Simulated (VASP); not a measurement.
# Mg2Zn3O5 (P1) in VASP: relaxation of cell and atoms with PBE

Aim: the relaxation of cell and atoms of Mg2Zn3O5 with PBE.

Everything below comes from runs of VASP 6.6.1. Logs are shortened: lines on timing, memory, paths and dates and some standing lists are left out, and cuts for length are marked.

## Step 1: The cell of the first run

The typed cell holds 10 atoms: a = 3.136 Å, b = 2.970 Å, c = 11.190 Å, α = 99.81°, β = 100.08°, γ = 91.80°.

## Step 2: Relaxation of cell and atoms, PBE

Contents of INCAR:

```
ALGO = Normal
EDIFF = 1E-6
EDIFFG = -0.025
ENCUT = 600
GGA = PE
IBRION = 2
ISIF = 3
ISMEAR = 0
LASPH = True
LCHARG = False
LREAL = False
LWAVE = False
NELM = 60
NSW = 80
PREC = Accurate
SIGMA = 0.1
```

Contents of KPOINTS:

```
k-points
0
Gamma
  4 4 4
```

Contents of POSCAR:

```
Mg2Zn3O5
1.0
   -0.0485230908     -3.1353869170     -0.0629970004
    2.9684585798      0.0485230908     -0.0659093211
   -1.6929933263      1.7661608448     10.9193514562
Mg Zn O
2 3 5
Direct
    0.2971746215      0.2888096548      0.5943378946
    0.7054741948      0.7214888346      0.4077731073
    0.9130359905      0.9016940846      0.7967131863
    0.1061036943      0.1102395350      0.2009334063
    0.5349556952      0.4844455033     -0.0006295632
    0.7985135302      0.7924636589      0.5998592734
    0.2021699401      0.1969506958      0.4003945097
    0.5724222526      0.6084366443      0.2036390300
   -0.0006113351     -0.0136096564     -0.0006361523
    0.3707614161      0.4090810451      0.7976153080
```

Potentials or basis: VASP PAW PBE potentials, release 64 (Mg, Zn, O).

Run with:

```
cat potpaw_PBE.64/Mg/POTCAR potpaw_PBE.64/Zn/POTCAR potpaw_PBE.64/O/POTCAR > POTCAR
mpirun -np 1 vasp_std > vasp.out
```

OUTCAR:

```text
EDIFF = 1E-6
   EDIFFG = -0.025
   ENCUT = 600
   GGA = PE
   IBRION = 2
   ISIF = 3
   ISMEAR = 0
   LASPH = True
   LREAL = False
   NELM = 60
   NSW = 80
   PREC = Accurate

 ion  position               nearest neighbor table
   1  0.297  0.289  0.594-   7 2.11   6 2.12   6 2.13   6 2.19   6 2.20  10 2.21   2 2.81   2 2.95
                             3 3.00   2 3.03   2 3.07   3 3.10   3 3.11   3 3.11
   2  0.705  0.721  0.408-   6 2.09   7 2.09   7 2.15   7 2.16   8 2.21   7 2.24   1 2.81   1 2.95
                             4 3.00   1 3.03   1 3.07   4 3.12   4 3.16   4 3.18
   3  0.913  0.902  0.797-  10 2.05  10 2.08   6 2.14   9 2.21  10 2.21  10 2.31   5 2.97   1 3.00
                             5 3.05   1 3.10   1 3.11   1 3.11
   4  0.106  0.110  0.201-   8 2.04   8 2.12   7 2.17   9 2.19   8 2.21   8 2.27   5 2.95   2 3.00
                             5 3.02   2 3.12   2 3.16   2 3.18
   5  0.535  0.484  0.999-   9 2.05   9 2.11  10 2.20   9 2.20   8 2.23   9 2.28   4 2.95   3 2.97
                             4 3.02   3 3.05
   6  0.799  0.792  0.600-   2 2.09   1 2.12   1 2.13   3 2.14   1 2.19   1 2.20
   7  0.202  0.197  0.400-   2 2.09   1 2.11   2 2.15   2 2.16   4 2.17   2 2.24
   8  0.572  0.608  0.204-   4 2.04   4 2.12   4 2.21   2 2.21   5 2.23   4 2.27
   9  0.999  0.986  0.999-   5 2.05   5 2.11   4 2.19   5 2.20   3 2.21   5 2.28
  10  0.371  0.409  0.798-   3 2.05   3 2.08   5 2.20   3 2.21   1 2.21   3 2.31

  LATTYP: Found a triclinic cell.
 ALAT       =     3.1363951013
 B/A-ratio  =     1.3985106667
 C/A-ratio  =     3.4880773003
 COS(alpha) =     0.0111441682
 COS(beta)  =     0.0991373748
 COS(gamma) =     0.7362736138

  Lattice vectors:

 A1 = (   0.0485230908,   3.1353869170,   0.0629970004)
 A2 = (   3.0169816706,   3.1839100078,  -0.0029123207)
 A3 = (  -1.2269421627,   1.3207029814, -10.7904451347)

Analysis of symmetry for initial positions (statically):
=====================================================================
 Subroutine PRICEL returns:
 Original cell was already a primitive cell.

 Routine SETGRP: Setting up the symmetry group for a
 triclinic supercell.

 Subroutine GETGRP returns: Found  1 space group operations
 (whereof  1 operations were pure point group operations)
 out of a pool of  2 trial point group operations.

The static configuration has the point symmetry C_1 .

Analysis of symmetry for dynamics (positions and initial velocities):
=====================================================================
 Subroutine PRICEL returns:
 Original cell was already a primitive cell.

 Routine SETGRP: Setting up the symmetry group for a
 triclinic supercell.

 Subroutine GETGRP returns: Found  1 space group operations
[... 141 lines left out ...]
  Fermi-wavevector in a.u.,A,eV,Ry     =   1.449191  2.738574 28.574341  2.100155
  Thomas-Fermi vector in A             =   2.566946
   LORBIT       =      0    0 simple, 1 ext, 2 COOP (PROOUT), +10 PAW based schemes
   GGA     = PE    functional components
   LHFCALC =     F    Hartree Fock is set to
   AEXX    =    0.0000 exact exchange contribution
   IVDW    =     0    specifies the selected vdW correction
   LEPSILON=     F    determine dielectric tensor
   LRPA    =     F    only Hartree local field effects (RPA)
 conjugate gradient relaxation of ions
 non-spin polarized calculation
 Gauss-broadening in eV      SIGMA  =   0.10
  energy-cutoff  :      600.00
  volume of cell :      100.91
 maximum number of plane-waves:      3392
 NGX is ok and might be reduce to    28
   NGX = 13   NGY = 11   NGZ = 45

--------------------------------------- Ionic step        1  -------------------------------------------

 number of electron      70.0000016 magnetization

 Free energy of the ion-electron system (eV)
  ---------------------------------------------------
  ext. energy  EPLUGINS =         0.00000000
  ---------------------------------------------------
  free energy    TOTEN  =       -49.23608316 eV

  energy without entropy =      -49.23608316  energy(sigma->0) =      -49.23608316

------------------------ aborting loop because EDIFF is reached ----------------------------------------

  FORCE on cell =-STRESS in cart. coord.  units (eV):
  Direction    XX          YY          ZZ          XY          YZ          ZX
  --------------------------------------------------------------------------------------
  -------------------------------------------------------------------------------------
  Total        3.4329231     -3.9198056     -1.3655382     -1.1688258     -3.0510190      2.7011299
  in kB       54.5040902    -62.2342631    -21.6804787    -18.5573007    -48.4406461     42.8855012
  external PRESSURE =      -9.8035505 kB  Pullay stress =       0.0000000 kB
[... 113 lines left out ...]
  FREE ENERGIE OF THE ION-ELECTRON SYSTEM (eV)
  ---------------------------------------------------
  free  energy   TOTEN  =       -49.6346957061 eV

  energy  without entropy=      -49.6346957061  energy(sigma->0) =      -49.63469571

[... ionic steps 4 to 11 ...]

--------------------------------------- Ionic step       12  -------------------------------------------

 number of electron      70.0000017 magnetization

------------------------ aborting loop because EDIFF is reached ----------------------------------------
[... 83 lines left out ...]
--------------------------------------- Ionic step       14  -------------------------------------------

 number of electron      70.0000017 magnetization

 Free energy of the ion-electron system (eV)
  ---------------------------------------------------
  ext. energy  EPLUGINS =         0.00000000
  ---------------------------------------------------
  free energy    TOTEN  =       -49.69912804 eV

  energy without entropy =      -49.69912804  energy(sigma->0) =      -49.69912804

 E-fermi :   3.3649     XC(G=0): -11.6360

 val. band max:        2.9183326321   @ k =   0.0000   0.5000   0.5000
 cond. band min:       4.4632742607   @ k =   0.0000   0.0000   0.0000
 fundamental gap:      1.5449416286
 Fermi energy:         3.3649056664

 k-point     1 :       0.0000    0.0000    0.0000
  band No.  band energies     occupation
      1     -15.2875      2.00000
      2     -14.8086      2.00000
      3     -14.6234      2.00000
      4     -14.0783      2.00000
      5     -13.7013      2.00000
      6      -2.7463      2.00000
[... 1069 lines left out ...]
     41      12.1267      0.00000
     42      13.0616      0.00000

 [... further k-points ...]
[... 5 lines left out ...]
  --------------------------------------------------------------------------------------
  -------------------------------------------------------------------------------------
  Total        0.0337243      0.0611585      0.0378946     -0.0106113     -0.0067383     -0.0240647
  in kB        0.5429763      0.9846790      0.6101201     -0.1708461     -0.1084892     -0.3874526
  external PRESSURE =       0.7125918 kB  Pullay stress =       0.0000000 kB
[... 25 lines left out ...]
  FREE ENERGIE OF THE ION-ELECTRON SYSTEM (eV)
  ---------------------------------------------------
  free  energy   TOTEN  =       -49.6991280392 eV

  energy  without entropy=      -49.6991280392  energy(sigma->0) =      -49.69912804

 reached required accuracy - stopping structural energy minimisation
```

OSZICAR:

```text
N       E                     dE             d eps       ncg     rms          rms(c)
DAV:   1     0.763453999437E+03    0.76345E+03   -0.36665E+04  3024   0.243E+03
DAV:   2     0.619235308162E+02   -0.70153E+03   -0.67424E+03  3216   0.550E+02
[... 130 lines left out ...]
       N       E                     dE             d eps       ncg     rms          rms(c)
DAV:   1    -0.496991792984E+02   -0.21005E-03   -0.17489E-01  3024   0.261E+00    0.163E-01
DAV:   2    -0.496992072282E+02   -0.27930E-04   -0.59134E-03  3590   0.636E-01    0.662E-02
DAV:   3    -0.496991507247E+02    0.56503E-04   -0.12776E-04  4544   0.136E-01    0.381E-02
DAV:   4    -0.496991274296E+02    0.23295E-04   -0.54972E-05  4486   0.961E-02    0.786E-03
DAV:   5    -0.496991280795E+02   -0.64988E-06   -0.20638E-05  3824   0.364E-02    0.427E-03
DAV:   6    -0.496991280392E+02    0.40220E-07   -0.20416E-06  2220   0.116E-02
  14 F= -.49699128E+02 E0= -.49699128E+02  d E =-.158811E-03
```

Wall time 26 min (1 thread of Intel Xeon Platinum 8375C at 2.90GHz (Ice Lake), shared host); peak memory 0.35 GiB.

Results:

| Item | Value |
| --- | --- |
| Free energy | -49.6991 eV |
| Relaxed volume | 9.95 Å³/atom |
| Relaxed cell | a = 3.044 Å, b = 3.046 Å, c = 10.946 Å, α = 97.96°, β = 98.00°, γ = 90.00° |
| Space group after relaxing (to 0.05 Å) | I4/mmm (No. 139) |
| Energy gained by relaxing | 46.3 meV/atom |
| Ionic steps | 14 |
| Pressure after relaxing | 0.1 GPa |
| Largest force after relaxing | 0.015 eV/Å |
| Band gap on the k mesh | 1.54 eV, indirect (least direct gap 2.47 eV) |

Forces on the atoms (eV/Å):
```
Mg  -0.010 -0.006  0.000
Mg  -0.011 -0.011 -0.002
Zn   0.007  0.011  0.006
Zn  -0.001  0.006 -0.004
Zn  -0.003  0.003  0.000
O   -0.002 -0.004 -0.010
O    0.002 -0.001  0.014
O    0.005 -0.004  0.002
O    0.009  0.006 -0.004
O    0.003  0.000 -0.002
```

The path:
```
step  energy change (eV)  largest force (eV/Å)  pressure (GPa)  volume (Å³)
   1              0.0000                1.3316           -0.98       100.91
   2             -0.3686                0.3988           -0.16        99.94
   3             -0.3986                0.4928            0.33        99.53
   4             -0.4406                0.2377           -0.16        99.73
   5             -0.4437                0.2164           -0.33        99.80
   6             -0.4544                0.1677            0.12        99.51
   7             -0.4590                0.1047            0.69        99.15
   8             -0.4608                0.0495           -0.59        99.91
   9             -0.4611                0.0646           -0.24        99.69
  10             -0.4621                0.0360           -0.05        99.59
  11             -0.4623                0.0396            0.05        99.52
  12             -0.4628                0.0321           -0.01        99.56
  13             -0.4629                0.0270           -0.06        99.59
  14             -0.4630                0.0151            0.07        99.51
```

Final structure:
```
CELL_PARAMETERS angstrom
-0.00061 -3.04444 -0.00029
3.04551 -0.00045 0.00083
-1.51882 1.52264 10.73235
ATOMIC_POSITIONS crystal
Mg 0.29913 0.30094 0.60001
Mg 0.69861 0.70120 0.39998
Zn 0.90031 0.89809 0.79811
Zn 0.10109 0.10111 0.20189
Zn 0.50122 0.49950 0.00002
O 0.79770 0.79903 0.59697
O 0.20049 0.20213 0.40298
O 0.60130 0.60141 0.20319
O 0.00114 0.99894 0.00004
O 0.39901 0.39766 0.79681
```

Caveat: the k points lie up to 0.52 Å⁻¹ apart in the final cell.
